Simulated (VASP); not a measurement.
# I (C2/m) in VASP: further runs

Runs on I. Level: PBE. Tasks: single point, relaxation of cell and atoms.

Program: VASP 6.6.1. These are calculated values, not measurements. Logs are shortened: lines on timing, memory, paths and dates and some standing lists are left out, and cuts for length are marked.

### 1 The cell of the first run

It takes space group C2/m (No. 12, monoclinic). Conventional cell: a = 8.361 Å, b = 4.369 Å, c = 6.511 Å, α = 90.00°, β = 123.45°, γ = 90.00°. I (site symmetry m) has 3 I at 2.82 to 3.43 Å within 3.7 Å.

### 2 Single point, PBE

Input file INCAR:

```
PREC = Accurate
ENCUT = 520
EDIFF = 1E-6
ISMEAR = 0
SIGMA = 0.1
LREAL = False
LASPH = True
NELM = 100
ALGO = Normal
ISIF = 2
LWAVE = False
LCHARG = False
GGA = PE
NBANDS = 14
```

Input file KPOINTS:

```
regular mesh
0
Gamma
  6 6 4
```

Input file POSCAR:

```
I
1.0
    4.1804433108     -2.1846680461      0.0000000000
    4.1804433108      2.1846680461      0.0000000000
   -3.5888472110      0.0000000000      5.4330453994
I
2
Direct
    0.6297787806      0.6297787806      0.2576039992
    0.3702212194      0.3702212194      0.7423960008
```

Potentials or basis: VASP PAW PBE potentials, release 64 (I).

Run with:

```sh
$ cat potpaw_PBE.64/I/POTCAR > POTCAR
$ mpirun -np 1 vasp_std > vasp.out
```

OUTCAR:

```text
PREC = Accurate
   ENCUT = 520
   EDIFF = 1E-6
   ISMEAR = 0
   LREAL = False
   LASPH = True
   NELM = 100
   ISIF = 2
   GGA = PE

 ion  position               nearest neighbor table
   1  0.630  0.630  0.258-   2 2.82   2 3.43   2 3.43
   2  0.370  0.370  0.742-   1 2.82   1 3.43   1 3.43

  LATTYP: Found a base centered monoclinic cell.
 ALAT       =     8.3608866216
 B/A-ratio  =     0.5225924343
 C/A-ratio  =     0.7787881965
 COS(beta)  =    -0.5511670855

  Lattice vectors:

 A1 = (   4.1804433108,  -2.1846680461,   0.0000000000)
 A2 = (   4.1804433108,   2.1846680461,   0.0000000000)
 A3 = (  -3.5888472110,   0.0000000000,   5.4330453994)

Analysis of symmetry for initial positions (statically):
=====================================================================
 Subroutine PRICEL returns:
 Original cell was already a primitive cell.

 Routine SETGRP: Setting up the symmetry group for a
 base centered monoclinic supercell.

 Subroutine GETGRP returns: Found  4 space group operations
 (whereof  4 operations were pure point group operations)
 out of a pool of  4 trial point group operations.

The static configuration has the point symmetry C_2h.

Analysis of symmetry for dynamics (positions and initial velocities):
=====================================================================
 Subroutine PRICEL returns:
 Original cell was already a primitive cell.

 Routine SETGRP: Setting up the symmetry group for a
 base centered monoclinic supercell.

 Subroutine GETGRP returns: Found  4 space group operations
 (whereof  4 operations were pure point group operations)
 out of a pool of  4 trial point group operations.

The dynamic configuration has the point symmetry C_2h.

 Subroutine INISYM returns: Found  4 space group operations
 (whereof  4 operations are pure point group operations),
 and found     1 'primitive' translations

----------------------------------------------------------------------------------------

                                     Primitive cell

  volume of cell :      99.2387

  direct lattice vectors                    reciprocal lattice vectors
     4.180443311 -2.184668046  0.000000000     0.119604540 -0.228867722  0.079005859
     4.180443311  2.184668046  0.000000000     0.119604540  0.228867722  0.079005859
    -3.588847211  0.000000000  5.433045399     0.000000000  0.000000000  0.184058834

  length of vectors
     4.716871924  4.716871924  6.511359813     0.270051118  0.270051118  0.184058834

  position of ions in fractional coordinates (direct lattice)
     0.629778781  0.629778781  0.257603999
     0.370221219  0.370221219  0.742396001

  ion indices of the primitive-cell ions
   primitive index   ion index
                 1           1
                 2           2

----------------------------------------------------------------------------------------

 KPOINTS: regular mesh

Automatic generation of k-mesh.
 Grid dimensions read from file:
 generate k-points for:    6    6    4

 Generating k-lattice:

  Cartesian coordinates                     Fractional coordinates (reciprocal lattice)
     0.019934090 -0.038144620  0.013167643     0.166666667 -0.000000000  0.000000000
     0.019934090  0.038144620  0.013167643    -0.000000000  0.166666667  0.000000000
     0.000000000  0.000000000  0.046014708     0.000000000  0.000000000  0.250000000

  Length of vectors
     0.045008520  0.045008520  0.046014708

  Shift w.r.t. Gamma in fractional coordinates (k-lattice)
     0.000000000  0.000000000  0.000000000

 Subroutine IBZKPT returns following result:
 ===========================================

 Found     47 irreducible k-points:

 Following reciprocal coordinates:
            Coordinates               Weight
  0.000000  0.000000  0.000000      1.000000
  0.166667  0.000000  0.000000      4.000000
  0.333333 -0.000000  0.000000      4.000000
  0.500000  0.000000 -0.000000      2.000000
  0.166667  0.166667  0.000000      2.000000
  0.333333  0.166667  0.000000      4.000000
[... 16 lines left out ...]
 -0.333333  0.166667  0.250000      4.000000
 -0.166667  0.166667  0.250000      4.000000
 [... further k-points ...]
   k-points           NKPTS =     47   k-points in BZ     NKDIM =     47   number of bands    NBANDS=     14
   number of dos      NEDOS =    301   number of ions     NIONS =      2
   total plane-waves  NPLWV =  62208
   dimension x,y,z NGX =    36 NGY =   36 NGZ =   48
   dimension x,y,z NGXF=    72 NGYF=   72 NGZF=   96
   ions per type =               2
   NGX,Y,Z   is equivalent  to a cutoff of  12.69, 12.69, 12.26 a.u.
   NGXF,Y,Z  is equivalent  to a cutoff of  25.38, 25.38, 24.51 a.u.
 SYSTEM =  unknown system
   PREC   = accura    normal or accurate (medium, high low for compatibility)
   ISTART =      0    job   : 0-new  1-cont  2-samecut
   ICHARG =      2    charge: 1-file 2-atom 10-const
   ISPIN  =      1    spin polarized calculation?
   LNONCOLLINEAR =      F non collinear calculations
   LSORBIT =      F    spin-orbit coupling
   LASPH  =      T    aspherical Exc in radial PAW
   ENCUT  =  520.0 eV  38.22 Ry    6.18 a.u.   8.77  8.77 12.11*2*pi/ulx,y,z
   NELM   =    100;   NELMIN=  2; NELMDL= -5     # of ELM steps
   EDIFF  = 0.1E-05   stopping-criterion for ELM
   LREAL  =      F    real-space projection
   EDIFFG = 0.1E-04   stopping-criterion for IOM
   NSW    =      0    number of steps for IOM
   IBRION =     -1    ionic relax: 0-MD 1-quasi-New 2-CG
   NFREE  =      0    steps in history (QN), initial steepest desc. (CG)
   ISIF   =      2    stress and relaxation
   ISYM   =      2    0-nonsym 1-usesym 2-fastsym
   POTIM  = 0.5000    time-step for ionic-motion
   TEBEG  =    0.0;   TEEND  =   0.0 temperature during run
   PSTRESS=    0.0 pullay stress
   NELECT =      14.0000    total number of electrons
   NUPDOWN=      -1.0000    fix difference up-down
   EMIN   =  10.00;   EMAX   =-10.00  energy-range for DOS
   EFERMI =   0.00;   METHOD = LEGACY
   ISMEAR =     0;   SIGMA  =   0.10  broadening in eV -4-tet -1-fermi 0-gaus
   EFERMI_NEDOS =   21; number of points for ismear=-14 and -15
   IALGO  =     38    algorithm
   IMIX   =      4    mixing-type and parameters
     AMIX     =   0.40;   BMIX     =  1.00
     AMIX_MAG =   1.60;   BMIX_MAG =  1.00
  volume/ion in A,a.u.               =      49.62       334.85
  Fermi-wavevector in a.u.,A,eV,Ry     =   0.852231  1.610482  9.881871  0.726297
  Thomas-Fermi vector in A             =   1.968487
   LORBIT       =      0    0 simple, 1 ext, 2 COOP (PROOUT), +10 PAW based schemes
   GGA     = PE    functional components
   LHFCALC =     F    Hartree Fock is set to
   AEXX    =    0.0000 exact exchange contribution
   IVDW    =     0    specifies the selected vdW correction
   LEPSILON=     F    determine dielectric tensor
   LRPA    =     F    only Hartree local field effects (RPA)
 non-spin polarized calculation
 Gauss-broadening in eV      SIGMA  =   0.10
  energy-cutoff  :      520.00
  volume of cell :       99.24
 maximum number of plane-waves:      2694
   NGX = 17   NGY = 17   NGZ = 25

 number of electron      14.0000001 magnetization

 Free energy of the ion-electron system (eV)
  ---------------------------------------------------
  ext. energy  EPLUGINS =         0.00000000
  ---------------------------------------------------
  free energy    TOTEN  =        -2.90901677 eV

  energy without entropy =       -2.90755890  energy(sigma->0) =       -2.90828783

 E-fermi :   1.6326     XC(G=0):  -7.2973

 val. band max:        1.5644283257   @ k =   0.1667   0.1667   0.5000
 cond. band min:       1.6967559288   @ k =   0.3333   0.3333   0.2500
 fundamental gap:      0.1323276031
 Fermi energy:         1.6326050607

 k-point     1 :       0.0000    0.0000    0.0000
  band No.  band energies     occupation
      1     -11.8766      2.00000
      2      -9.4117      2.00000
      3      -3.4209      2.00000
      4      -0.3647      2.00000
      5       0.2527      2.00000
      6       0.4462      2.00000
      7       1.3743      1.99974
      8       3.4450      0.00000
      9       5.9220      0.00000
     10       8.6939      0.00000
     11       8.6973      0.00000
     12       9.6973      0.00000
     13      10.4001      0.00000
     14      10.6158      0.00000

 k-point     2 :       0.1667    0.0000    0.0000
  band No.  band energies     occupation
      1     -11.7797      2.00000
      2      -9.5009      2.00000
      3      -3.2416      2.00000
      4      -0.4613      2.00000
      5      -0.3154      2.00000
      6       0.3660      2.00000
      7       1.1780      2.00000
      8       3.5031      0.00000
      9       6.5395      0.00000
     10       8.4468      0.00000
     11       9.1700      0.00000
     12       9.5371      0.00000
     13       9.7390      0.00000
     14      10.6016      0.00000

 k-point     3 :       0.3333   -0.0000    0.0000
  band No.  band energies     occupation
      1     -11.5561      2.00000
      2      -9.7047      2.00000
      3      -2.8960      2.00000
      4      -1.2858      2.00000
      5      -0.4195      2.00000
      6       0.3227      2.00000
      7       0.8369      2.00000
      8       3.0401      0.00000
      9       7.1113      0.00000
     10       7.8727      0.00000
     11       8.9905      0.00000
     12      10.0129      0.00000
     13      11.0193      0.00000
     14      11.1761      0.00000

 k-point     4 :       0.5000    0.0000   -0.0000
  band No.  band energies     occupation
      1     -11.4214      2.00000
      2      -9.8275      2.00000
      3      -2.7300      2.00000
      4      -1.6753      2.00000
      5      -0.3990      2.00000
      6       0.3735      2.00000
      7       0.7984      2.00000
      8       2.5039      0.00000
      9       7.0162      0.00000
     10       7.5461      0.00000
     11       9.2702      0.00000
     12      11.0194      0.00000
     13      11.4880      0.00000
     14      12.0431      0.00000

 k-point     5 :       0.1667    0.1667    0.0000
  band No.  band energies     occupation
      1     -11.7553      2.00000
      2      -9.6258      2.00000
      3      -2.9660      2.00000
      4      -0.6120      2.00000
      5      -0.2705      2.00000
      6       0.9460      2.00000
      7       0.9969      2.00000
      8       3.0000      0.00000
      9       6.7125      0.00000
     10       8.1113      0.00000
     11       8.8722      0.00000
[... 276 lines left out ...]
 k-point    22 :       0.5000    0.1667    0.2500
  band No.  band energies     occupation
      1     -11.3080      2.00000
      2     -10.0764      2.00000
      3      -2.4961      2.00000
      4      -0.9805      2.00000
      5      -0.5198      2.00000
      6       0.1329      2.00000
      7       0.4608      2.00000
      8       2.4895      0.00000
      9       7.2886      0.00000
     10       8.2820      0.00000
     11       8.9793      0.00000
     12       9.4953      0.00000
     13      10.8377      0.00000
     14      12.2550      0.00000

 k-point    23 :      -0.3333    0.1667    0.2500
  band No.  band energies     occupation
      1     -11.4189      2.00000
      2      -9.8294      2.00000
      3      -2.8148      2.00000
      4      -1.4673      2.00000
      5      -0.5230      2.00000
      6       0.3212      2.00000
      7       0.6714      2.00000
      8       2.7111      0.00000
      9       7.3558      0.00000
     10       8.6163      0.00000
     11       8.8083      0.00000
     12       9.5878      0.00000
     13      11.1563      0.00000
     14      11.5288      0.00000

 k-point    24 :      -0.1667    0.1667    0.2500
  band No.  band energies     occupation
      1     -11.4958      2.00000
      2      -9.8607      2.00000
      3      -2.6710      2.00000
      4      -1.3447      2.00000
      5      -0.3117      2.00000
      6       0.6993      2.00000
      7       0.8850      2.00000
      8       2.6129      0.00000
      9       7.4586      0.00000
     10       8.0499      0.00000
     11       8.7011      0.00000
     12       9.1390      0.00000
     13      10.1181      0.00000
     14      11.2767      0.00000

 [... further k-points ...]
[... 5 lines left out ...]
  --------------------------------------------------------------------------------------
  -------------------------------------------------------------------------------------
  Total        0.2072772     -0.0078333     -0.1666759      0.0000000      0.0000000     -0.0203368
  in kB        3.3464247     -0.1264660     -2.6909285      0.0000000      0.0000000     -0.3283312
  external PRESSURE =       0.1763434 kB  Pullay stress =       0.0000000 kB

 VOLUME and BASIS-vectors are now :
 -----------------------------------------------------------------------------
  energy-cutoff  :      520.00
  volume of cell :       99.24
      direct lattice vectors                 reciprocal lattice vectors
     4.180443311 -2.184668046  0.000000000     0.119604540 -0.228867722  0.079005859
     4.180443311  2.184668046  0.000000000     0.119604540  0.228867722  0.079005859
    -3.588847211  0.000000000  5.433045399     0.000000000  0.000000000  0.184058834

 POSITION                                       TOTAL-FORCE (eV/Angst)
 -----------------------------------------------------------------------------------
      4.34101      0.00000      1.39957         0.002407      0.000000     -0.024364
      0.43103      0.00000      4.03347        -0.002407      0.000000      0.024364
 -----------------------------------------------------------------------------------
    total drift:                                0.000000      0.000000     -0.000000

  FREE ENERGIE OF THE ION-ELECTRON SYSTEM (eV)
  ---------------------------------------------------
  free  energy   TOTEN  =        -2.9090167730 eV

  energy  without entropy=       -2.9075588963  energy(sigma->0) =       -2.90828783
```

Wall time 78 s (1 thread of AMD EPYC 7R43 (Zen 3), shared host); peak memory 0.21 GiB.

Results:

| Property | Result |
| --- | --- |
| Free energy | -2.9090 eV |
| Pressure | 0.0 GPa |
| Largest force | 0.024 eV/Å |
| Band gap on the k mesh | 0.13 eV, indirect (least direct gap 0.28 eV) |

Forces in eV/Å, atoms in the order of the input:
```
I    0.002  0.000 -0.024
I   -0.002  0.000  0.024
```

Stress tensor (GPa, compression positive):
```
 0.33  0.00 -0.03
 0.00 -0.01  0.00
-0.03  0.00 -0.27
```

Caveat: spin-orbit coupling is left out, which moves the levels of the heavy elements. A k mesh can miss the band edges.

### 3 Relaxation of cell and atoms, PBE

Input file INCAR:

```
SYSTEM = I
PREC = Accurate
ENCUT = 600
EDIFF = 1E-7
ISMEAR = 0
SIGMA = 0.1
LREAL = .FALSE.
LASPH = .TRUE.
NELM = 100
ALGO = Normal
ISIF = 3
LWAVE = .FALSE.
LCHARG = .FALSE.
GGA = PE
IBRION = 2
NSW = 90
EDIFFG = -0.04
```

Input file KPOINTS:

```
Automatic mesh
0
G
  6 6 4
  0 0 0
```

POSCAR is that of step 2.

Potentials or basis: VASP PAW PBE potentials, release 64 (I).

Run with:

```sh
$ cat potpaw_PBE.64/I/POTCAR > POTCAR
$ mpirun -np 1 vasp_std > vasp.out
```

OUTCAR:

```text
SYSTEM = I
   PREC = Accurate
   ENCUT = 600
   EDIFF = 1E-7
   ISMEAR = 0
   LREAL = .FALSE.
   LASPH = .TRUE.
   NELM = 100
   ISIF = 3
   GGA = PE
   IBRION = 2
   NSW = 90
   EDIFFG = -0.04

 ion  position               nearest neighbor table
   1  0.630  0.630  0.258-   2 2.82   2 3.43   2 3.43
   2  0.370  0.370  0.742-   1 2.82   1 3.43   1 3.43

  LATTYP: Found a base centered monoclinic cell.
 ALAT       =     8.3608866216
 B/A-ratio  =     0.5225924343
 C/A-ratio  =     0.7787881965
 COS(beta)  =    -0.5511670855

  Lattice vectors:

 A1 = (   4.1804433108,  -2.1846680461,   0.0000000000)
 A2 = (   4.1804433108,   2.1846680461,   0.0000000000)
 A3 = (  -3.5888472110,   0.0000000000,   5.4330453994)

[... 366 lines left out ...]
  energy without entropy =       -2.91771435  energy(sigma->0) =       -2.91833892

 E-fermi :   0.8996     XC(G=0):  -6.7823

 val. band max:        0.8078400584   @ k =   0.1667   0.1667   0.5000
 cond. band min:       0.9849390651   @ k =   0.3333   0.3333   0.2500
 fundamental gap:      0.1770990067
 Fermi energy:         0.8995821202

 k-point     1 :       0.0000    0.0000    0.0000
  band No.  band energies     occupation
      1     -12.6110      2.00000
      2     -10.1301      2.00000
      3      -4.1474      2.00000
      4      -1.4493      2.00000
      5      -0.5674      2.00000
      6      -0.3649      2.00000
      7       0.4877      2.00000
      8       2.6994      0.00000
      9       4.9816      0.00000
     10       7.5898      0.00000
     11       7.7260      0.00000
[... 309 lines left out ...]
 k-point    24 :      -0.1667    0.1667    0.2500
  band No.  band energies     occupation
      1     -12.2459      2.00000
      2     -10.5954      2.00000
      3      -3.4302      2.00000
      4      -2.1252      2.00000
      5      -1.1983      2.00000
      6      -0.0541      2.00000
      7       0.0432      2.00000
      8       1.8819      0.00000
      9       6.4113      0.00000
     10       7.1561      0.00000
     11       7.8414      0.00000

 [... further k-points ...]
[... 5 lines left out ...]
  --------------------------------------------------------------------------------------
  -------------------------------------------------------------------------------------
  Total        0.0087241     -0.0269942      0.0563121      0.0000000      0.0000000      0.0127110
  in kB        0.1263017     -0.3908044      0.8152494      0.0000000      0.0000000      0.1840210
  external PRESSURE =       0.1835822 kB  Pullay stress =       0.0000000 kB
[... 17 lines left out ...]
  FREE ENERGIE OF THE ION-ELECTRON SYSTEM (eV)
  ---------------------------------------------------
  free  energy   TOTEN  =        -2.9189634954 eV

  energy  without entropy=       -2.9177143487  energy(sigma->0) =       -2.91833892

 reached required accuracy - stopping structural energy minimisation
```

CONTCAR:

```text
I
   1.00000000000000
     4.6818232840351879   -2.1848298617977484   -0.0037967914800332
     4.6818232840351879    2.1848298617977484   -0.0037967914800332
    -4.0247192680944543    0.0000000000000000    5.4127897496761923
  I
     2
Direct
     0.6303266106957931    0.6303266106957931    0.2576159118452268
     0.3696733893042071    0.3696733893042071    0.7423840881547733

  0.00000000E+00  0.00000000E+00  0.00000000E+00
  0.00000000E+00  0.00000000E+00  0.00000000E+00
```

Run time: 10 min. Hardware: 1 thread of AMD EPYC 7R43 (Zen 3), shared host; peak memory 0.29 GiB.

What came out:

```
Free energy                            : -2.9190 eV
Relaxed volume                         : 55.33 Å³/atom
Relaxed cell                           : a = 5.167 Å, b = 5.167 Å, c = 6.745 Å, α = 122.77°, β = 122.77°, γ = 50.03°
Space group after relaxing (to 0.05 Å) : C2/m (No. 12)
Energy gained by relaxing              : 5.0 meV/atom
Ionic steps                            : 11
Pressure after relaxing                : 0.0 GPa
Largest force after relaxing           : 0.006 eV/Å
Band gap on the k mesh                 : 0.18 eV, indirect (least direct gap 0.31 eV)
```

Forces in eV/Å, atoms in the order of the input:
```
I   -0.006  0.000  0.001
I    0.006  0.000 -0.001
```

Stress tensor (GPa, compression positive):
```
 0.01  0.00  0.02
 0.00 -0.04  0.00
 0.02  0.00  0.08
```

Step by step:
```csv
step,energy change (eV),largest force (eV/Å),pressure (GPa),volume (Å³)
1,0.0000,0.0243,0.02,99.24
2,-0.0010,0.0390,0.21,99.31
3,-0.0010,0.0461,0.23,99.32
4,-0.0018,0.0416,0.21,99.74
5,-0.0039,0.0284,0.17,100.99
6,-0.0068,0.0019,0.08,103.50
7,-0.0092,0.0500,-0.05,108.55
8,-0.0093,0.0602,-0.07,109.57
9,-0.0087,0.0604,0.22,110.50
10,-0.0096,0.0182,0.03,109.92
11,-0.0100,0.0063,0.02,110.67
```

Final structure:
```
I
1.0
     4.68182   -2.18483   -0.00380
     4.68182    2.18483   -0.00380
    -4.02472    0.00000    5.41279
I
2
Direct
  0.63033 0.63033 0.25762
  0.36967 0.36967 0.74238
```

Levels at points of the mesh, in eV from the valence-band top:
| k point | band 5 | band 6 | band 7 | band 8 | band 9 | band 10 |
| --- | --- | --- | --- | --- | --- | --- |
| (0.00, 0.00, 0.00) | -1.38 | -1.17 | -0.32 | 1.89 | 4.17 | 6.78 |
| (0.50, 0.00, 0.00) | -2.05 | -1.06 | -0.83 | 0.97 | 5.48 | 6.09 |
| (0.50, 0.50, 0.00) | -2.19 | -1.88 | -0.38 | 0.24 | 5.09 | 7.33 |
| (0.00, 0.00, 0.50) | -1.70 | -1.19 | -0.42 | 0.29 | 4.52 | 5.73 |
| (0.50, 0.00, 0.50) | -2.13 | -0.98 | -0.79 | 0.99 | 5.45 | 6.62 |
| (0.50, 0.50, 0.50) | -1.44 | -1.24 | -0.58 | 1.87 | 5.78 | 6.04 |

Caveat: spin-orbit coupling is left out, which moves the levels of the heavy elements. A k mesh can miss the band edges.

(Part 1 of 2 ends here.)
